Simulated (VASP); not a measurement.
# LaCuTe2 (R-3m) in VASP: further runs

Aim: see how the results for LaCuTe2 move with the level of theory and the settings. Levels: r2SCAN, PBE. Tasks: single point.

All numbers are computed with VASP 6.6.1; they aren't measurements. Logs are shortened: lines on timing, memory, paths and dates and some standing lists are left out, and cuts for length are marked.

## (1) The cell of the first run

It takes space group R-3m (No. 166, trigonal). The conventional cell has a = 4.744 Å, b = 4.744 Å, c = 20.249 Å, α = 90.00°, β = 90.00°, γ = 120.00°. Within 4.1 Å of Cu (site symmetry -3m) lie 6 Te at 3.14 Å. Within 4.4 Å of La (site symmetry -3m) lie 6 Te at 3.30 Å and 6 Cu at 4.35 Å. Within 4.2 Å of Te (site symmetry 3m) lie 3 Cu at 3.14 Å and 3 La at 3.30 Å and 3 Te at 4.11 Å.

## (2) Single point, r2SCAN (biaxial xy strain +6.0%)

The input, POSCAR:

```
LaCuTe2
1.0
    2.3719208760      1.3694291563      6.7495388525
   -2.3719208760      1.3694291563      6.7495388525
    0.0000000000     -2.7388583125      6.7495388525
Cu La Te
1 1 2
Direct
    1.0000000000      0.0000000000      0.0000000000
    0.5000000000      0.5000000000      0.5000000000
    0.2575498395      0.2575498395      0.2575498395
    0.7424501605      0.7424501605      0.7424501605
```

The input, INCAR.step1:

```
PREC = Accurate
ENCUT = 520
ISMEAR = 0
SIGMA = 0.01
LREAL = False
LASPH = True
NELM = 100
NBANDS = 25
GGA = PE
ALGO = Normal
EDIFF = 1E-4
LWAVE = True
LCHARG = False
```

The input, INCAR.step2:

```
PREC = Accurate
ENCUT = 520
EDIFF = 1E-7
ISMEAR = 0
SIGMA = 0.01
LREAL = False
LASPH = True
NELM = 100
ALGO = Normal
ISIF = 2
LWAVE = False
LCHARG = False
METAGGA = R2SCAN
LMIXTAU = True
NBANDS = 25
ISTART = 1
```

The input, KPOINTS:

```
regular mesh
0
Gamma
  6 6 6
```

Potentials or basis: VASP PAW PBE potentials, release 64 (Cu, La, Te).

Launch:

```bash
$ cat potpaw_PBE.64/Cu/POTCAR potpaw_PBE.64/La/POTCAR potpaw_PBE.64/Te/POTCAR > POTCAR
$ cp INCAR.step1 INCAR
$ mpirun -np 1 vasp_std > vasp.out
$ cp INCAR.step2 INCAR
$ mpirun -np 1 vasp_std > vasp.out
```

OUTCAR:

```text
PREC = Accurate
   ENCUT = 520
   EDIFF = 1E-7
   ISMEAR = 0
   LREAL = False
   LASPH = True
   NELM = 100
   ISIF = 2
   METAGGA = R2SCAN
   ISTART = 1

 ion  position               nearest neighbor table
   1  0.000  0.000  0.000-   4 3.14   4 3.14   3 3.14   3 3.14   4 3.14   3 3.14
   2  0.500  0.500  0.500-   3 3.30   3 3.30   4 3.30   4 3.30   3 3.30   4 3.30
   3  0.258  0.258  0.258-   1 3.14   1 3.14   1 3.14   2 3.30   2 3.30   2 3.30
   4  0.742  0.742  0.742-   1 3.14   1 3.14   1 3.14   2 3.30   2 3.30   2 3.30

  LATTYP: Found a trigonal (rhomboedric) cell.
 ALAT       =     7.2840661431
 COS(alpha) =     0.7879283433

  Lattice vectors:

 A1 = (   2.3719208760,   1.3694291563,   6.7495388525)
 A2 = (  -2.3719208760,   1.3694291563,   6.7495388525)
 A3 = (   0.0000000000,  -2.7388583125,   6.7495388525)

Analysis of symmetry for initial positions (statically):
=====================================================================
 Subroutine PRICEL returns:
 Original cell was already a primitive cell.

 Routine SETGRP: Setting up the symmetry group for a
 trigonal (rhombohedral) supercell.

 Subroutine GETGRP returns: Found 12 space group operations
 (whereof 12 operations were pure point group operations)
 out of a pool of 12 trial point group operations.

The static configuration has the point symmetry D_3d.

Analysis of symmetry for dynamics (positions and initial velocities):
=====================================================================
 Subroutine PRICEL returns:
 Original cell was already a primitive cell.

 Routine SETGRP: Setting up the symmetry group for a
 trigonal (rhombohedral) supercell.

 Subroutine GETGRP returns: Found 12 space group operations
 (whereof 12 operations were pure point group operations)
 out of a pool of 12 trial point group operations.

The dynamic configuration has the point symmetry D_3d.

 Subroutine INISYM returns: Found 12 space group operations
 (whereof 12 operations are pure point group operations),
 and found     1 'primitive' translations

----------------------------------------------------------------------------------------

                                     Primitive cell

  volume of cell :     131.5422

  direct lattice vectors                    reciprocal lattice vectors
[... 82 lines left out ...]
   PREC   = accura    normal or accurate (medium, high low for compatibility)
   ISTART =      1    job   : 0-new  1-cont  2-samecut
   ICHARG =      0    charge: 1-file 2-atom 10-const
   ISPIN  =      1    spin polarized calculation?
   LNONCOLLINEAR =      F non collinear calculations
   LSORBIT =      F    spin-orbit coupling
   LASPH  =      T    aspherical Exc in radial PAW
   ENCUT  =  520.0 eV  38.22 Ry    6.18 a.u.  13.54 13.54 13.54*2*pi/ulx,y,z
   NELM   =    100;   NELMIN=  2; NELMDL=  0     # of ELM steps
   EDIFF  = 0.1E-06   stopping-criterion for ELM
   LREAL  =      F    real-space projection
   EDIFFG = 0.1E-05   stopping-criterion for IOM
   NSW    =      0    number of steps for IOM
   IBRION =     -1    ionic relax: 0-MD 1-quasi-New 2-CG
   NFREE  =      0    steps in history (QN), initial steepest desc. (CG)
   ISIF   =      2    stress and relaxation
   ISYM   =      2    0-nonsym 1-usesym 2-fastsym
   POTIM  = 0.5000    time-step for ionic-motion
   TEBEG  =    0.0;   TEEND  =   0.0 temperature during run
   PSTRESS=    0.0 pullay stress
   NELECT =      34.0000    total number of electrons
   NUPDOWN=      -1.0000    fix difference up-down
   EMIN   =  10.00;   EMAX   =-10.00  energy-range for DOS
   EFERMI =   0.00;   METHOD = LEGACY
   ISMEAR =     0;   SIGMA  =   0.01  broadening in eV -4-tet -1-fermi 0-gaus
   EFERMI_NEDOS =   21; number of points for ismear=-14 and -15
   IALGO  =     38    algorithm
   IMIX   =      4    mixing-type and parameters
     AMIX     =   0.40;   BMIX     =  1.00
     AMIX_MAG =   1.60;   BMIX_MAG =  1.00
  volume/ion in A,a.u.               =      32.89       221.92
  Fermi-wavevector in a.u.,A,eV,Ry     =   1.042828  1.970660 14.796208  1.087491
  Thomas-Fermi vector in A             =   2.177511
   LORBIT       =      0    0 simple, 1 ext, 2 COOP (PROOUT), +10 PAW based schemes
   METAGGA = R2SCAN    functional components
   LHFCALC =     F    Hartree Fock is set to
   AEXX    =    0.0000 exact exchange contribution
   IVDW    =     0    specifies the selected vdW correction
   LEPSILON=     F    determine dielectric tensor
   LRPA    =     F    only Hartree local field effects (RPA)
 non-spin polarized calculation
 Gauss-broadening in eV      SIGMA  =   0.01
  energy-cutoff  :      520.00
  volume of cell :      131.54
 maximum number of plane-waves:      3555
   NGX = 27   NGY = 27   NGZ = 27

 number of electron      34.0000005 magnetization

 Free energy of the ion-electron system (eV)
  ---------------------------------------------------
  ext. energy  EPLUGINS =         0.00000000
  ---------------------------------------------------
  free energy    TOTEN  =       -94.94165002 eV

  energy without entropy =      -94.94165002  energy(sigma->0) =      -94.94165002

 E-fermi :   5.0801     XC(G=0):  -9.4850

 val. band max:        4.9646718548   @ k =   0.1667   0.1667   0.0000
 cond. band min:       6.3401682341   @ k =   0.5000   0.5000   0.0000
 fundamental gap:      1.3754963793
 Fermi energy:         5.0800774105

 k-point     1 :       0.0000    0.0000    0.0000
  band No.  band energies     occupation
      1     -29.1278      2.00000
      2     -12.4744      2.00000
      3     -12.2953      2.00000
      4     -12.2953      2.00000
      5      -6.1707      2.00000
      6      -5.0746      2.00000
[... 661 lines left out ...]
     24       7.3645      0.00000
     25       7.4140      0.00000

 [... further k-points ...]
[... 5 lines left out ...]
  --------------------------------------------------------------------------------------
  -------------------------------------------------------------------------------------
  Total       -4.2863487     -4.2863487     -2.5114378      0.0000000     -0.0000000      0.0000000
  in kB      -52.2075078    -52.2075078    -30.5891844      0.0000000     -0.0000000      0.0000000
  external PRESSURE =     -45.0014000 kB  Pullay stress =       0.0000000 kB

 VOLUME and BASIS-vectors are now :
 -----------------------------------------------------------------------------
  energy-cutoff  :      520.00
  volume of cell :      131.54
      direct lattice vectors                 reciprocal lattice vectors
     2.371920876  1.369429156  6.749538852     0.210799612  0.121705213  0.049386090
    -2.371920876  1.369429156  6.749538852    -0.210799612  0.121705213  0.049386090
     0.000000000 -2.738858313  6.749538852     0.000000000 -0.243410425  0.049386090

 POSITION                                       TOTAL-FORCE (eV/Angst)
 -----------------------------------------------------------------------------------
      0.00000      0.00000      0.00000         0.000000     -0.000000     -0.000000
      0.00000      0.00000     10.12431         0.000000     -0.000000     -0.000000
      0.00000      0.00000      5.21503         0.000000     -0.000000     -0.006514
      0.00000      0.00000     15.03359         0.000000      0.000000      0.006514
 -----------------------------------------------------------------------------------
    total drift:                               -0.000000      0.000000      0.000000

  FREE ENERGIE OF THE ION-ELECTRON SYSTEM (eV)
  ---------------------------------------------------
  free  energy   TOTEN  =       -94.9416500219 eV

  energy  without entropy=      -94.9416500219  energy(sigma->0) =      -94.94165002
```

OSZICAR.step1:

```text
N       E                     dE             d eps       ncg     rms          rms(c)
DAV:   1     0.274645479025E+03    0.27465E+03   -0.12980E+04  1600   0.158E+03
DAV:   2     0.267377696260E+02   -0.24791E+03   -0.23107E+03  1874   0.280E+02
DAV:   3    -0.152251651397E+02   -0.41963E+02   -0.39232E+02  2396   0.129E+02
DAV:   4    -0.184106686855E+02   -0.31855E+01   -0.31046E+01  2767   0.342E+01
DAV:   5    -0.186340134479E+02   -0.22334E+00   -0.21596E+00  2812   0.821E+00    0.971E+00
DAV:   6    -0.202918184330E+02   -0.16578E+01   -0.46839E+01  2648   0.108E+02    0.970E+00
DAV:   7    -0.180686521597E+02    0.22232E+01   -0.97691E+00  2252   0.392E+01    0.441E+00
DAV:   8    -0.177686652309E+02    0.29999E+00   -0.17785E+00  2727   0.258E+01    0.253E+00
DAV:   9    -0.178556099950E+02   -0.86945E-01   -0.10525E+00  2894   0.150E+01    0.157E+00
DAV:  10    -0.178069046817E+02    0.48705E-01   -0.32937E-01  2838   0.957E+00    0.721E-01
DAV:  11    -0.178097777126E+02   -0.28730E-02   -0.19964E-02  2535   0.110E+00    0.568E-01
DAV:  12    -0.178110128726E+02   -0.12352E-02   -0.32118E-03  3078   0.435E-01    0.462E-01
DAV:  13    -0.178096877751E+02    0.13251E-02   -0.37411E-03  2838   0.122E+00    0.133E-01
DAV:  14    -0.178095775619E+02    0.11021E-03   -0.14769E-03  2702   0.490E-01    0.768E-02
DAV:  15    -0.178095869899E+02   -0.94280E-05   -0.96914E-05  1540   0.617E-02
   1 F= -.17809587E+02 E0= -.17809587E+02  d E =-.293130E-12
```

Wall time 18 min (1 thread of Intel Xeon Platinum 8488C (Sapphire Rapids), shared host); peak memory 0.51 GiB.

Results:

- Free energy: -94.9417 eV
- Pressure: -4.5 GPa
- Largest force: 0.007 eV/Å
- Band gap on the k mesh: 1.38 eV (least direct gap 1.75 eV)

Forces on the atoms (eV/Å):
```
Cu   0.000  0.000  0.000
La   0.000  0.000  0.000
Te   0.000  0.000 -0.007
Te   0.000  0.000  0.007
```

Levels at points of the mesh, in eV from the valence-band top:
```tsv
k point	band 14	band 15	band 16	band 17	band 18	band 19	band 20	band 21
(0.00, 0.00, 0.00)	-0.80	-0.76	-0.76	-0.13	1.83	2.14	2.19	2.19
(0.50, 0.00, 0.00)	-1.12	-1.10	-0.35	-0.18	1.96	2.12	2.22	2.23
(0.50, 0.50, 0.00)	-1.11	-1.06	-0.61	-0.37	1.38	1.86	2.13	2.20
(0.50, 0.50, 0.50)	-1.17	-1.08	-0.10	-0.10	1.97	2.09	2.09	2.13
```

Caveat: the cell differs from its parent crystal (biaxial xy strain +6.0%); the cell stands under tension; the PAW data sets were made with another functional, which shifts forces and pressure a little; spin-orbit coupling is left out, which moves the levels of the heavy elements. A k mesh can miss the band edges.

## (3) Single point, PBE (biaxial xy strain +6.0%)

The input, INCAR:

```
SYSTEM = LaCuTe2
PREC = Accurate
ENCUT = 520
EDIFF = 1E-6
ISMEAR = -1
SIGMA = 0.02
LREAL = .False.
LASPH = .True.
NELM = 100
ALGO = Normal
ISIF = 2
LWAVE = .False.
LCHARG = .False.
GGA = PE
NBANDS = 25
```

The input, KPOINTS:

```
regular mesh
0
Gamma
  6 6 6
  0 0 0
```

POSCAR is that of step 2.

Potentials or basis: VASP PAW PBE potentials, release 64 (Cu, La, Te).

Launch:

```bash
$ cat potpaw_PBE.64/Cu/POTCAR potpaw_PBE.64/La/POTCAR potpaw_PBE.64/Te/POTCAR > POTCAR
$ mpirun -np 1 vasp_std > vasp.out
```

Run time: 3.4 min. Hardware: 1 thread of Intel Xeon Platinum 8488C (Sapphire Rapids), shared host; peak memory 0.48 GiB.

Results (log left out):

* Free energy: -17.8096 eV
* Pressure: -4.3 GPa
* Largest force: 0.034 eV/Å
* Band gap on the k mesh: 1.13 eV (least direct gap 1.38 eV)

Forces in eV/Å, atoms in the order of the input:
```
Cu   0.000  0.000  0.000
La   0.000  0.000  0.000
Te   0.000  0.000  0.034
Te   0.000  0.000 -0.034
```

Stress tensor (GPa, compression positive):
```
-4.87  0.00  0.00
 0.00 -4.87  0.00
 0.00  0.00 -3.18
```

Levels at points of the mesh, in eV from the valence-band top:
| k point | band 13 | band 14 | band 15 | band 16 | band 17 | band 18 | band 19 | band 20 | band 21 | band 22 |
| --- | --- | --- | --- | --- | --- | --- | --- | --- | --- | --- |
| (0.00, 0.00, 0.00) | -0.80 | -0.80 | -0.73 | -0.73 | -0.10 | 1.27 | 1.76 | 1.88 | 1.88 | 1.91 |
| (0.50, 0.00, 0.00) | -1.21 | -1.19 | -1.18 | -0.38 | -0.19 | 1.68 | 1.76 | 1.82 | 1.85 | 1.90 |
| (0.50, 0.50, 0.00) | -1.19 | -1.18 | -0.99 | -0.64 | -0.41 | 1.13 | 1.45 | 1.75 | 1.81 | 1.87 |
| (0.50, 0.50, 0.50) | -1.24 | -1.24 | -1.16 | -0.12 | -0.12 | 1.64 | 1.76 | 1.82 | 1.82 | 1.89 |

Caveat: the cell differs from its parent crystal (biaxial xy strain +6.0%); the cell stands under tension; spin-orbit coupling is left out, which moves the levels of the heavy elements.
